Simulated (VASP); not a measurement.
# Fe in VASP: single point with PBE

Aim: the single point of Fe with PBE.

Everything below comes from runs of VASP 6.6.1. Logs are shortened: lines on timing, memory, paths and dates and some standing lists are left out, and cuts for length are marked.

**1. The cell of the first run**

The cell holds a wire or tube with vacuum around it, 8 atoms: a = 13.000 Å, b = 13.500 Å, c = 2.702 Å, α = 90.00°, β = 90.00°, γ = 90.00°.

**2. Single point, PBE, collinear spin, ferromagnetic start**

INCAR

```
SYSTEM = Fe
PREC     = Accurate       ! precision mode
ENCUT    = 520            ! plane-wave cutoff, eV
EDIFF    = 1E-6           ! SCF threshold, eV
ISMEAR   = 0              ! smearing method
SIGMA    = 0.05           ! smearing width, eV
LREAL    = .FALSE.        ! projectors in reciprocal space
LASPH    = .TRUE.         ! aspherical terms in the spheres
NELM     = 150            ! most SCF steps
ALGO     = Normal         ! electronic algorithm
ISIF     = 2              ! what is computed and relaxed
LWAVE    = .FALSE.        ! write WAVECAR
LCHARG   = .FALSE.        ! write CHGCAR
ISPIN    = 2              ! spin polarisation
MAGMOM   = 2.44 2.44 2.44 2.44 2.44 2.44 2.44 2.44 ! initial moments
LORBIT   = 11             ! projections on sites
LMAXMIX  = 4              ! l up to which the mixer works
GGA      = PE             ! functional
NBANDS   = 46             ! bands
```

KPOINTS

```
regular mesh
0
G
  1 1 8
  0 0 0
```

POSCAR

```
Fe
1.0
   13.0000000000      0.0000000000      0.0000000000
    0.0000000000     13.5000000000      0.0000000000
    0.0000000000      0.0000000000      2.7016928733
Fe
8
Direct
    0.5000000000      0.5738722127      0.0000000000
    0.5000000000      0.2891562742      0.0000000000
    0.3448345483      0.5760942296      0.5000000000
    0.6551654517      0.5760942296      0.5000000000
    0.3448345483      0.4239057704      0.0000000000
    0.6551654517      0.4239057704      0.0000000000
    0.5000000000      0.7108437258      0.5000000000
    0.5000000000      0.4261277873      0.5000000000
```

Potentials or basis: VASP PAW PBE potentials, release 64 (Fe).

Command:

```bash
cat potpaw_PBE.64/Fe/POTCAR > POTCAR
mpirun -np 1 vasp_std > vasp.out
```

OUTCAR:

```text
SYSTEM = Fe
   PREC = Accurate
   ENCUT = 520
   EDIFF = 1E-6
   ISMEAR = 0
   LREAL = .FALSE.
   LASPH = .TRUE.
   NELM = 150
   ISIF = 2
   ISPIN = 2
   LORBIT = 11
   GGA = PE

 ion  position               nearest neighbor table
   1  0.500  0.574  0.000-   7 2.29   7 2.29   8 2.41   8 2.41   3 2.43   4 2.43   3 2.43   4 2.43
                             5 2.86   6 2.86
   2  0.500  0.289  0.000-   8 2.29   8 2.29   5 2.72   6 2.72
   3  0.345  0.576  0.500-   1 2.43   1 2.43   5 2.46   5 2.46   7 2.72   8 2.86
   4  0.655  0.576  0.500-   1 2.43   1 2.43   6 2.46   6 2.46   7 2.72   8 2.86
   5  0.345  0.424  0.000-   8 2.43   8 2.43   3 2.46   3 2.46   2 2.72   1 2.86
   6  0.655  0.424  0.000-   8 2.43   8 2.43   4 2.46   4 2.46   2 2.72   1 2.86
   7  0.500  0.711  0.500-   1 2.29   1 2.29   4 2.72   3 2.72
   8  0.500  0.426  0.500-   2 2.29   2 2.29   1 2.41   1 2.41   5 2.43   6 2.43   5 2.43   6 2.43
                             3 2.86   4 2.86

  LATTYP: Found a simple orthorhombic cell.
 ALAT       =     2.7016928733
 B/A-ratio  =     4.8117978651
 C/A-ratio  =     4.9968670138

  Lattice vectors:

 A1 = (   0.0000000000,   0.0000000000,   2.7016928733)
 A2 = (  13.0000000000,   0.0000000000,   0.0000000000)
 A3 = (   0.0000000000,  13.5000000000,   0.0000000000)

Analysis of symmetry for initial positions (statically):
=====================================================================
 Subroutine PRICEL returns:
 Original cell was already a primitive cell.

 Routine SETGRP: Setting up the symmetry group for a
 simple orthorhombic supercell.

 Subroutine GETGRP returns: Found  8 space group operations
 (whereof  4 operations were pure point group operations)
 out of a pool of  8 trial point group operations.

The static configuration has the point symmetry C_2v.
 The point group associated with its full space group is D_2h.

Analysis of symmetry for dynamics (positions and initial velocities):
=====================================================================
 Subroutine PRICEL returns:
 Original cell was already a primitive cell.

 Routine SETGRP: Setting up the symmetry group for a
 simple orthorhombic supercell.

 Subroutine GETGRP returns: Found  8 space group operations
 (whereof  4 operations were pure point group operations)
 out of a pool of  8 trial point group operations.

The dynamic configuration has the point symmetry C_2v.
 The point group associated with its full space group is D_2h.

Analysis of structural, dynamic, and magnetic symmetry:
=====================================================================
 Subroutine PRICEL returns:
 Original cell was already a primitive cell.

 Routine SETGRP: Setting up the symmetry group for a
 simple orthorhombic supercell.

 Subroutine GETGRP returns: Found  8 space group operations
 (whereof  4 operations were pure point group operations)
 out of a pool of  8 trial point group operations.

The overall configuration has the point symmetry C_2v.
 The point group associated with its full space group is D_2h.

 Subroutine INISYM returns: Found  8 space group operations
 (whereof  4 operations are pure point group operations),
 and found     1 'primitive' translations

----------------------------------------------------------------------------------------

                                     Primitive cell

  volume of cell :     474.1471

  direct lattice vectors                    reciprocal lattice vectors
    13.000000000  0.000000000  0.000000000     0.076923077  0.000000000  0.000000000
     0.000000000 13.500000000  0.000000000     0.000000000  0.074074074  0.000000000
     0.000000000  0.000000000  2.701692873     0.000000000  0.000000000  0.370138297

  length of vectors
    13.000000000 13.500000000  2.701692873     0.076923077  0.074074074  0.370138297

  position of ions in fractional coordinates (direct lattice)
     0.500000000  0.573872213  0.000000000
     0.500000000  0.289156274  0.000000000
     0.344834548  0.576094230  0.500000000
     0.655165452  0.576094230  0.500000000
     0.344834548  0.423905770  0.000000000
     0.655165452  0.423905770  0.000000000
     0.500000000  0.710843726  0.500000000
     0.500000000  0.426127787  0.500000000

[... 48 lines left out ...]
   dimension x,y,z NGXF=   196 NGYF=  200 NGZF=   40
   ions per type =               8
   NGX,Y,Z   is equivalent  to a cutoff of  12.53, 12.31, 12.31 a.u.
   NGXF,Y,Z  is equivalent  to a cutoff of  25.06, 24.63, 24.61 a.u.
 SYSTEM =  Fe
   PREC   = accura    normal or accurate (medium, high low for compatibility)
   ISTART =      0    job   : 0-new  1-cont  2-samecut
   ICHARG =      2    charge: 1-file 2-atom 10-const
   ISPIN  =      2    spin polarized calculation?
   LNONCOLLINEAR =      F non collinear calculations
   LSORBIT =      F    spin-orbit coupling
   LASPH  =      T    aspherical Exc in radial PAW
   ENCUT  =  520.0 eV  38.22 Ry    6.18 a.u.  24.17 25.10  5.02*2*pi/ulx,y,z
   NELM   =    150;   NELMIN=  2; NELMDL= -5     # of ELM steps
   EDIFF  = 0.1E-05   stopping-criterion for ELM
   LREAL  =      F    real-space projection
   EDIFFG = 0.1E-04   stopping-criterion for IOM
   NSW    =      0    number of steps for IOM
   IBRION =     -1    ionic relax: 0-MD 1-quasi-New 2-CG
   NFREE  =      0    steps in history (QN), initial steepest desc. (CG)
   ISIF   =      2    stress and relaxation
   ISYM   =      2    0-nonsym 1-usesym 2-fastsym
   POTIM  = 0.5000    time-step for ionic-motion
   TEBEG  =    0.0;   TEEND  =   0.0 temperature during run
   PSTRESS=    0.0 pullay stress
   NELECT =      64.0000    total number of electrons
   NUPDOWN=      -1.0000    fix difference up-down
   EMIN   =  10.00;   EMAX   =-10.00  energy-range for DOS
   EFERMI =   0.00;   METHOD = LEGACY
   ISMEAR =     0;   SIGMA  =   0.05  broadening in eV -4-tet -1-fermi 0-gaus
   EFERMI_NEDOS =   21; number of points for ismear=-14 and -15
   IALGO  =     38    algorithm
   IMIX   =      4    mixing-type and parameters
     AMIX     =   0.40;   BMIX     =  1.00
     AMIX_MAG =   1.60;   BMIX_MAG =  1.00
  volume/ion in A,a.u.               =      59.27       399.96
  Fermi-wavevector in a.u.,A,eV,Ry     =   0.839777  1.586948  9.595166  0.705225
  Thomas-Fermi vector in A             =   1.954051
   LORBIT       =     11    0 simple, 1 ext, 2 COOP (PROOUT), +10 PAW based schemes
   GGA     = PE    functional components
   LHFCALC =     F    Hartree Fock is set to
   AEXX    =    0.0000 exact exchange contribution
   IVDW    =     0    specifies the selected vdW correction
   LEPSILON=     F    determine dielectric tensor
   LRPA    =     F    only Hartree local field effects (RPA)
 spin polarized calculation
 Gauss-broadening in eV      SIGMA  =   0.05
  energy-cutoff  :      520.00
  volume of cell :      474.15
 maximum number of plane-waves:     12808
 NGX is ok and might be reduce to    98
   NGX = 49   NGY = 51   NGZ = 11

 number of electron      64.0000000 magnetization      23.2500594

 Free energy of the ion-electron system (eV)
  ---------------------------------------------------
  ext. energy  EPLUGINS =         0.00000000
  ---------------------------------------------------
  free energy    TOTEN  =       -56.41756741 eV

  energy without entropy =      -56.40818270  energy(sigma->0) =      -56.41287505

 E-fermi :  -1.8430     XC(G=0):  -4.0607

 val. band max:       -1.8687844105   @ k =   0.0000   0.0000   0.5000
 cond. band min:      -1.8327182764   @ k =   0.0000   0.0000   0.2500
 fundamental gap:      0.0360661341
 Fermi energy:        -1.8429768343

 spin component 1

 k-point     1 :       0.0000    0.0000    0.0000
  band No.  band energies     occupation
      1      -9.1126      1.00000
      2      -7.3945      1.00000
      3      -7.1326      1.00000
      4      -6.6598      1.00000
      5      -6.6321      1.00000
      6      -6.3459      1.00000
[... 224 lines left out ...]
     43      -0.4238      0.00000
     44      -0.4238      0.00000
 Fermi energy:        -1.8429768343

 spin component 2

 k-point     1 :       0.0000    0.0000    0.0000
  band No.  band energies     occupation
      1      -8.7926      1.00000
      2      -6.7766      1.00000
      3      -6.5171      1.00000
      4      -5.2196      1.00000
      5      -4.8347      1.00000
      6      -4.8170      1.00000
[... 224 lines left out ...]
     43       0.9566      0.00000
     44       0.9566      0.00000
 [bands above 44 left out]

------------------------ aborting loop because EDIFF is reached ----------------------------------------

  FORCE on cell =-STRESS in cart. coord.  units (eV):
  Direction    XX          YY          ZZ          XY          YZ          ZX
  --------------------------------------------------------------------------------------
  -------------------------------------------------------------------------------------
  Total       -0.1579346     -0.2943263     -0.0354338      0.0000000      0.0000000      0.0000000
  in kB       -0.5336723     -0.9945497     -0.1197333      0.0000000      0.0000000      0.0000000
  external PRESSURE =      -0.5493185 kB  Pullay stress =       0.0000000 kB

 VOLUME and BASIS-vectors are now :
 -----------------------------------------------------------------------------
  energy-cutoff  :      520.00
  volume of cell :      474.15
      direct lattice vectors                 reciprocal lattice vectors
    13.000000000  0.000000000  0.000000000     0.076923077  0.000000000  0.000000000
     0.000000000 13.500000000  0.000000000     0.000000000  0.074074074  0.000000000
     0.000000000  0.000000000  2.701692873     0.000000000  0.000000000  0.370138297

 POSITION                                       TOTAL-FORCE (eV/Angst)
 -----------------------------------------------------------------------------------
      6.50000      7.74727      0.00000         0.000000      0.013331     -0.000000
      6.50000      3.90361      0.00000         0.000000      0.030405     -0.000000
      4.48285      7.77727      1.35085         0.016310     -0.024133     -0.000000
      8.51715      7.77727      1.35085        -0.016310     -0.024133     -0.000000
      4.48285      5.72273      0.00000         0.016310      0.024133     -0.000000
      8.51715      5.72273      0.00000        -0.016310      0.024133      0.000000
      6.50000      9.59639      1.35085         0.000000     -0.030405     -0.000000
      6.50000      5.75273      1.35085         0.000000     -0.013331     -0.000000
 -----------------------------------------------------------------------------------
    total drift:                                0.000000      0.000000     -0.000000

  FREE ENERGIE OF THE ION-ELECTRON SYSTEM (eV)
  ---------------------------------------------------
  free  energy   TOTEN  =       -56.4175674078 eV

  energy  without entropy=      -56.4081826971  energy(sigma->0) =      -56.41287505

 total charge

# of ion       s       p       d       tot
------------------------------------------
    1        0.525   0.578   6.344   7.447
    2        0.475   0.265   6.194   6.934
    3        0.465   0.339   6.157   6.962
    4        0.465   0.339   6.157   6.962
    5        0.465   0.339   6.157   6.962
    6        0.465   0.339   6.157   6.962
    7        0.475   0.265   6.194   6.934
    8        0.525   0.578   6.344   7.447
--------------------------------------------------
tot          3.861   3.044  49.704  56.609

 magnetization (x)

# of ion       s       p       d       tot
------------------------------------------
    1       -0.014  -0.061   2.303   2.228
    2        0.025   0.019   2.886   2.930
    3        0.012   0.003   2.935   2.949
    4        0.012   0.003   2.935   2.949
    5        0.012   0.003   2.935   2.949
    6        0.012   0.003   2.935   2.949
    7        0.025   0.019   2.886   2.930
    8       -0.014  -0.061   2.303   2.228
--------------------------------------------------
tot          0.070  -0.073  22.116  22.114
```

Run time: 8.4 min. Hardware: 1 thread of Intel Xeon Platinum 8559C (Emerald Rapids), shared host; peak memory 0.69 GiB.

Results:

```yaml
Free_energy: -56.4176 eV
Largest_force: 0.030 eV/Å
Net_moment: 23.25 μB per cell
Site_moments: Fe +2.23, +2.93, +2.95 (each value once) μB
Valence_electrons_inside_the_program's_atomic_spheres: Fe 7.45, 6.93, 6.96 (each value once)
```

Forces on the atoms (eV/Å):
```
Fe   0.000  0.013  0.000
Fe   0.000  0.030  0.000
Fe   0.016 -0.024  0.000
Fe  -0.016 -0.024  0.000
Fe   0.016  0.024  0.000
Fe  -0.016  0.024  0.000
Fe   0.000 -0.030  0.000
Fe   0.000 -0.013  0.000
```

Levels at points of the mesh, in eV from the Fermi level:
Spin up:
| k point | band 41 | band 42 | band 43 | band 44 | band 45 | band 46 |
| --- | --- | --- | --- | --- | --- | --- |
| (0.00, 0.00, 0.00) | -0.83 | -0.68 | -0.60 | -0.44 | -0.37 | 0.13 |
| (0.00, 0.00, 0.50) | 0.76 | 0.76 | 1.42 | 1.42 | 1.55 | 1.55 |
Spin down:
```
           k point  band 17  band 18  band 19  band 20  band 21  band 22  band 23  band 24
(0.00, 0.00, 0.00)    -0.38    -0.34    -0.15     0.05     0.18     0.23     0.26     0.28
(0.00, 0.00, 0.50)    -0.69    -0.69    -0.03    -0.03     0.32     0.32     0.42     0.42
```

Caveat: the highest band is partly filled, so the run has too few bands.
